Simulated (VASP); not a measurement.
Ge8Mo3W, 12 atoms in the cell. It takes space group P4/mmm (No. 123, tetragonal). The conventional cell has a = 4.720 Å, b = 4.720 Å, c = 8.291 Å, α = 90.00°, β = 90.00°, γ = 90.00°. Ge (site symmetry 2mm) has 9 Ge at 2.70 to 3.34 Å and 3 Mo at 2.72 to 2.80 Å and 2 W at 2.72 Å within 3.6 Å. Ge (site symmetry 4mm) has 9 Ge at 2.69 to 3.34 Å and 5 Mo at 2.72 to 2.80 Å within 3.5 Å. Ge (site symmetry 4mm) has 9 Ge at 2.68 to 3.34 Å and 4 Mo at 2.71 Å and 1 W at 2.80 Å within 3.5 Å. Within 3.6 Å of Mo (site symmetry mmm) lie 10 Ge at 2.71 to 2.80 Å and 4 Mo at 3.34 Å. Mo (site symmetry 4/mmm) has 10 Ge at 2.72 to 2.80 Å and 4 W at 3.34 Å within 3.6 Å. W (site symmetry 4/mmm) has 10 Ge at 2.72 to 2.80 Å and 4 Mo at 3.34 Å within 3.6 Å. 

```yaml
Program: VASP 6.6.1
Task: single point
Functional: PBE
Potentials_or_basis: VASP PAW PBE potentials, release 64 (Ge_d, Mo_sv, W_sv)
Cutoff: 500 eV
k_mesh: 4 × 4 × 2
Occupations: gaussian, width 0.1 eV
Spin: collinear spin
Starting_moments: "[0.0, 0.0, 0.0, 0.0, 0.0, 0.0, 0.0, 0.0, 1.0, 1.0, 1.0, 0.0] μB"
Dipole_correction: no
Further_INCAR_settings: ALGO = Normal; EDIFF = 1e-06; NBANDS = 100
```

Potentials or basis: VASP PAW PBE potentials, release 64 (Ge_d, Mo_sv, W_sv).

Command:

```sh
$ cat potpaw_PBE.64/Ge_d/POTCAR potpaw_PBE.64/Mo_sv/POTCAR potpaw_PBE.64/W_sv/POTCAR > POTCAR
$ mpirun -np 1 vasp_std > vasp.out
```

Hardware: 1 thread of AMD EPYC 9R45 96-Core Processor (Zen 5), on a shared host.

How long does it take, and how much memory?

It took 5.4 min on 1 thread of AMD EPYC 9R45 96-Core Processor (Zen 5), on a shared host, peak memory 0.48 GiB. Counts: scf iterations 16, k points 12.
